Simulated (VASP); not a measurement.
# InSe (R3m) in VASP: further runs

InSe is run at these levels: PBEsol; tasks: single point.

All numbers are computed with VASP 6.6.1; they aren't measurements. Logs are shortened: lines on timing, memory, paths and dates and some standing lists are left out, and cuts for length are marked.

### Step 1. The cell of the first run

Symmetry: R3m, No. 160, trigonal system. The conventional cell has a = 4.223 Å, b = 4.223 Å, c = 22.388 Å, α = 90.00°, β = 90.00°, γ = 120.00°. In (site symmetry 3m) has 1 In at 2.51 Å and 3 Se at 2.69 Å within 3.3 Å. Within 3.3 Å of In (site symmetry 3m) lie 1 In at 2.51 Å and 3 Se at 2.69 Å. Within 3.7 Å of Se (site symmetry 3m) lie 3 In at 2.69 Å and 3 Se at 3.61 Å. Se (site symmetry 3m) has 4 In at 2.69 to 3.81 Å and 3 Se at 3.61 Å within 3.9 Å.

### Step 2. Single point, PBEsol

Contents of INCAR:

```
ALGO = Normal
EDIFF = 1E-6
ENCUT = 520
GGA = PS
ISIF = 2
ISMEAR = 0
LASPH = True
LCHARG = False
LREAL = False
LUSENCCL = False
LWAVE = False
NBANDS = 27
NELM = 80
PREC = Accurate
SIGMA = 0.03
```

Contents of KPOINTS:

```
k-points
0
Gamma
  12 12 12
```

Contents of POSCAR:

```
InSe
1.0
    2.1113340148      1.2189792618      7.4626903157
   -2.1113340148      1.2189792618      7.4626903157
    0.0000000000     -2.4379585236      7.4626903157
In Se
2 2
Direct
    0.0000000000      0.0000000000      0.0000000000
    0.1122000000      0.1122000000      0.1122000000
    0.6155000000      0.6155000000      0.6155000000
    0.8300000000      0.8300000000      0.8300000000
```

Potentials or basis: VASP PAW PBE potentials, release 64 (In_d, Se).

Started as:

```
$ cat potpaw_PBE.64/In_d/POTCAR potpaw_PBE.64/Se/POTCAR > POTCAR
$ mpirun -np 1 vasp_std > vasp.out
```

OUTCAR:

```text
EDIFF = 1E-6
   ENCUT = 520
   GGA = PS
   ISIF = 2
   ISMEAR = 0
   LASPH = True
   LREAL = False
   NELM = 80
   PREC = Accurate

 ion  position               nearest neighbor table
   1  0.000  0.000  0.000-   2 2.51   3 2.69   3 2.69   3 2.69
   2  0.112  0.112  0.112-   1 2.51   4 2.69   4 2.69   4 2.69
   3  0.615  0.615  0.615-   1 2.69   1 2.69   1 2.69
   4  0.830  0.830  0.830-   2 2.69   2 2.69   2 2.69

  LATTYP: Found a trigonal (rhomboedric) cell.
 ALAT       =     7.8508208813
 COS(alpha) =     0.8553515625

  Lattice vectors:

 A1 = (   2.1113340148,   1.2189792618,   7.4626903157)
 A2 = (  -2.1113340148,   1.2189792618,   7.4626903157)
 A3 = (   0.0000000000,  -2.4379585236,   7.4626903157)

Analysis of symmetry for initial positions (statically):
=====================================================================
 Subroutine PRICEL returns:
 Original cell was already a primitive cell.

 Routine SETGRP: Setting up the symmetry group for a
 trigonal (rhombohedral) supercell.

 Subroutine GETGRP returns: Found  6 space group operations
 (whereof  6 operations were pure point group operations)
 out of a pool of 12 trial point group operations.

The static configuration has the point symmetry C_3v.

Analysis of symmetry for dynamics (positions and initial velocities):
=====================================================================
 Subroutine PRICEL returns:
 Original cell was already a primitive cell.

 Routine SETGRP: Setting up the symmetry group for a
 trigonal (rhombohedral) supercell.

 Subroutine GETGRP returns: Found  6 space group operations
 (whereof  6 operations were pure point group operations)
 out of a pool of 12 trial point group operations.

The dynamic configuration has the point symmetry C_3v.

 Subroutine INISYM returns: Found  6 space group operations
 (whereof  6 operations are pure point group operations),
 and found     1 'primitive' translations

----------------------------------------------------------------------------------------

                                     Primitive cell

  volume of cell :     115.2391

  direct lattice vectors                    reciprocal lattice vectors
     2.111334015  1.218979262  7.462690316     0.236817101  0.136726417  0.044666644
    -2.111334015  1.218979262  7.462690316    -0.236817101  0.136726417  0.044666644
     0.000000000 -2.437958524  7.462690316     0.000000000 -0.273452834  0.044666644

  length of vectors
     7.850820881  7.850820881  7.850820881     0.277076815  0.277076815  0.277076815

  position of ions in fractional coordinates (direct lattice)
     0.000000000  0.000000000  0.000000000
     0.112200000  0.112200000  0.112200000
     0.615500000  0.615500000  0.615500000
     0.830000000  0.830000000  0.830000000

  ion indices of the primitive-cell ions
   primitive index   ion index
                 1           1
                 2           2
                 3           3
                 4           4

----------------------------------------------------------------------------------------

 KPOINTS: k-points

Automatic generation of k-mesh.
 Grid dimensions read from file:
 generate k-points for:   12   12   12

 Generating k-lattice:

  Cartesian coordinates                     Fractional coordinates (reciprocal lattice)
     0.019734758  0.011393868  0.003722220     0.083333333  0.000000000  0.000000000
    -0.019734758  0.011393868  0.003722220     0.000000000  0.083333333  0.000000000
     0.000000000 -0.022787736  0.003722220     0.000000000  0.000000000  0.083333333

  Length of vectors
     0.023089735  0.023089735  0.023089735

  Shift w.r.t. Gamma in fractional coordinates (k-lattice)
     0.000000000  0.000000000  0.000000000

 Subroutine IBZKPT returns following result:
 ===========================================

 Found    189 irreducible k-points:

 Following reciprocal coordinates:
            Coordinates               Weight
  0.000000  0.000000  0.000000      1.000000
  0.083333  0.000000  0.000000      6.000000
  0.166667  0.000000  0.000000      6.000000
  0.250000  0.000000  0.000000      6.000000
  0.333333  0.000000  0.000000      6.000000
  0.416667  0.000000  0.000000      6.000000
[... 16 lines left out ...]
  0.500000  0.166667  0.000000     12.000000
 -0.416667  0.166667  0.000000     12.000000
 [... further k-points ...]
   k-points           NKPTS =    189   k-points in BZ     NKDIM =    189   number of bands    NBANDS=     27
   number of dos      NEDOS =    301   number of ions     NIONS =      4
   total plane-waves  NPLWV = 216000
   dimension x,y,z NGX =    60 NGY =   60 NGZ =   60
   dimension x,y,z NGXF=   120 NGYF=  120 NGZF=  120
   ions per type =               2   2
   NGX,Y,Z   is equivalent  to a cutoff of  12.71, 12.71, 12.71 a.u.
   NGXF,Y,Z  is equivalent  to a cutoff of  25.41, 25.41, 25.41 a.u.
 SYSTEM =  unknown system
   PREC   = accura    normal or accurate (medium, high low for compatibility)
   ISTART =      0    job   : 0-new  1-cont  2-samecut
   ICHARG =      2    charge: 1-file 2-atom 10-const
   ISPIN  =      1    spin polarized calculation?
   LNONCOLLINEAR =      F non collinear calculations
   LSORBIT =      F    spin-orbit coupling
   LASPH  =      T    aspherical Exc in radial PAW
   ENCUT  =  520.0 eV  38.22 Ry    6.18 a.u.  14.60 14.60 14.60*2*pi/ulx,y,z
   NELM   =     80;   NELMIN=  2; NELMDL= -5     # of ELM steps
   EDIFF  = 0.1E-05   stopping-criterion for ELM
   LREAL  =      F    real-space projection
   EDIFFG = 0.1E-04   stopping-criterion for IOM
   NSW    =      0    number of steps for IOM
   IBRION =     -1    ionic relax: 0-MD 1-quasi-New 2-CG
   NFREE  =      0    steps in history (QN), initial steepest desc. (CG)
   ISIF   =      2    stress and relaxation
   ISYM   =      2    0-nonsym 1-usesym 2-fastsym
   POTIM  = 0.5000    time-step for ionic-motion
   TEBEG  =    0.0;   TEEND  =   0.0 temperature during run
   PSTRESS=    0.0 pullay stress
   NELECT =      38.0000    total number of electrons
   NUPDOWN=      -1.0000    fix difference up-down
   EMIN   =  10.00;   EMAX   =-10.00  energy-range for DOS
   EFERMI =   0.00;   METHOD = LEGACY
   ISMEAR =     0;   SIGMA  =   0.03  broadening in eV -4-tet -1-fermi 0-gaus
   EFERMI_NEDOS =   21; number of points for ismear=-14 and -15
   IALGO  =     38    algorithm
   IMIX   =      4    mixing-type and parameters
     AMIX     =   0.40;   BMIX     =  1.00
     AMIX_MAG =   1.60;   BMIX_MAG =  1.00
  volume/ion in A,a.u.               =      28.81       194.42
  Fermi-wavevector in a.u.,A,eV,Ry     =   1.131018  2.137313 17.404585  1.279201
  Thomas-Fermi vector in A             =   2.267716
   LORBIT       =      0    0 simple, 1 ext, 2 COOP (PROOUT), +10 PAW based schemes
   GGA     = PS    functional components
   LHFCALC =     F    Hartree Fock is set to
   AEXX    =    0.0000 exact exchange contribution
   IVDW    =     0    specifies the selected vdW correction
   LEPSILON=     F    determine dielectric tensor
   LRPA    =     F    only Hartree local field effects (RPA)
 non-spin polarized calculation
 Gauss-broadening in eV      SIGMA  =   0.03
  energy-cutoff  :      520.00
  volume of cell :      115.24
 maximum number of plane-waves:      3120
   NGX = 29   NGY = 29   NGZ = 29

 number of electron      38.0000002 magnetization

 Free energy of the ion-electron system (eV)
  ---------------------------------------------------
  ext. energy  EPLUGINS =         0.00000000
  ---------------------------------------------------
  free energy    TOTEN  =       -15.18573601 eV

  energy without entropy =      -15.18573601  energy(sigma->0) =      -15.18573601

 E-fermi :   4.4562     XC(G=0):  -9.1830

 val. band max:        4.3371254373   @ k =   0.5000   0.5000   0.4167
 cond. band min:       4.5751770197   @ k =   0.5000   0.5000   0.5000
 fundamental gap:      0.2380515824
 Fermi energy:         4.4562441479

 k-point     1 :       0.0000    0.0000    0.0000
  band No.  band energies     occupation
      1     -11.0984      2.00000
      2     -10.6797      2.00000
      3     -10.6797      2.00000
      4     -10.4500      2.00000
      5     -10.4500      2.00000
      6     -10.3850      2.00000
[... 19 lines left out ...]
     26      10.2600      0.00000
     27      10.8043      0.00000

 k-point     2 :       0.0833    0.0000    0.0000
  band No.  band energies     occupation
      1     -11.0965      2.00000
      2     -10.6932      2.00000
      3     -10.6802      2.00000
      4     -10.4591      2.00000
      5     -10.4460      2.00000
      6     -10.4031      2.00000
[... 19 lines left out ...]
     26      10.2675      0.00000
     27      11.1307      0.00000

 k-point     3 :       0.1667    0.0000    0.0000
  band No.  band energies     occupation
      1     -11.0914      2.00000
      2     -10.7291      2.00000
      3     -10.6817      2.00000
      4     -10.4784      2.00000
      5     -10.4487      2.00000
      6     -10.4351      2.00000
[... 19 lines left out ...]
     26      10.2094      0.00000
     27      10.8256      0.00000

 k-point     4 :       0.2500    0.0000    0.0000
  band No.  band energies     occupation
      1     -11.0843      2.00000
      2     -10.7751      2.00000
      3     -10.6838      2.00000
      4     -10.5077      2.00000
      5     -10.4930      2.00000
      6     -10.4199      2.00000
[... 19 lines left out ...]
     26      10.2499      0.00000
     27      10.7336      0.00000
[... 516 lines left out ...]
      4     -10.5720      2.00000
      5     -10.5051      2.00000
      6     -10.4074      2.00000
[... 19 lines left out ...]
     26      10.5455      0.00000
     27      11.3382      0.00000

 k-point    23 :       0.5000    0.1667    0.0000
  band No.  band energies     occupation
      1     -11.0687      2.00000
      2     -10.8473      2.00000
      3     -10.6951      2.00000
      4     -10.5980      2.00000
      5     -10.5099      2.00000
      6     -10.4003      2.00000
[... 19 lines left out ...]
     26      10.9398      0.00000
     27      11.4724      0.00000

 k-point    24 :      -0.4167    0.1667    0.0000
  band No.  band energies     occupation
      1     -11.0664      2.00000
      2     -10.8567      2.00000
      3     -10.6963      2.00000
      4     -10.6061      2.00000
      5     -10.5116      2.00000
      6     -10.3978      2.00000
[... 19 lines left out ...]
     26      11.3356      0.00000
     27      11.8265      0.00000

 [... further k-points ...]

------------------------ aborting loop because EDIFF is reached ----------------------------------------

  FORCE on cell =-STRESS in cart. coord.  units (eV):
  Direction    XX          YY          ZZ          XY          YZ          ZX
  --------------------------------------------------------------------------------------
  -------------------------------------------------------------------------------------
  Total       -2.1813619     -2.1813619      6.2441363      0.0000000      0.0000000      0.0000000
  in kB      -30.3276232    -30.3276232     86.8126526      0.0000000      0.0000000      0.0000000
  external PRESSURE =       8.7191354 kB  Pullay stress =       0.0000000 kB

 VOLUME and BASIS-vectors are now :
 -----------------------------------------------------------------------------
  energy-cutoff  :      520.00
  volume of cell :      115.24
      direct lattice vectors                 reciprocal lattice vectors
     2.111334015  1.218979262  7.462690316     0.236817101  0.136726417  0.044666644
    -2.111334015  1.218979262  7.462690316    -0.236817101  0.136726417  0.044666644
     0.000000000 -2.437958524  7.462690316     0.000000000 -0.273452834  0.044666644

 POSITION                                       TOTAL-FORCE (eV/Angst)
 -----------------------------------------------------------------------------------
      0.00000      0.00000      0.00000         0.000000      0.000000     -2.188104
      0.00000      0.00000      2.51194         0.000000      0.000000      2.135890
      0.00000      0.00000     13.77986         0.000000      0.000000      0.000915
      0.00000      0.00000     18.58210         0.000000      0.000000      0.051299
 -----------------------------------------------------------------------------------
    total drift:                                0.000000     -0.000000     -0.000160

  FREE ENERGIE OF THE ION-ELECTRON SYSTEM (eV)
  ---------------------------------------------------
  free  energy   TOTEN  =       -15.1857360073 eV

  energy  without entropy=      -15.1857360073  energy(sigma->0) =      -15.18573601
```

Run time: 9 min. Hardware: 1 × NVIDIA H100 80GB with 1 thread of AMD EPYC 7R13 (Zen 3), shared host; peak memory 1.8 GiB.

What came out:

```
Free energy            : -15.1857 eV
Pressure               : 0.9 GPa
Largest force          : 2.188 eV/Å
Band gap on the k mesh : 0.24 eV (least direct gap 0.27 eV)
```

Forces on the atoms (eV/Å):
```
In   0.000  0.000 -2.188
In   0.000  0.000  2.136
Se   0.000  0.000  0.001
Se   0.000  0.000  0.051
```

Caveat: the stress differs along the axes, from -3 to 9 GPa; the PAW data sets were made with another functional, which shifts forces and pressure a little; spin-orbit coupling is left out, which moves the levels of the heavy elements.

(Part 1 of 2 ends here.)
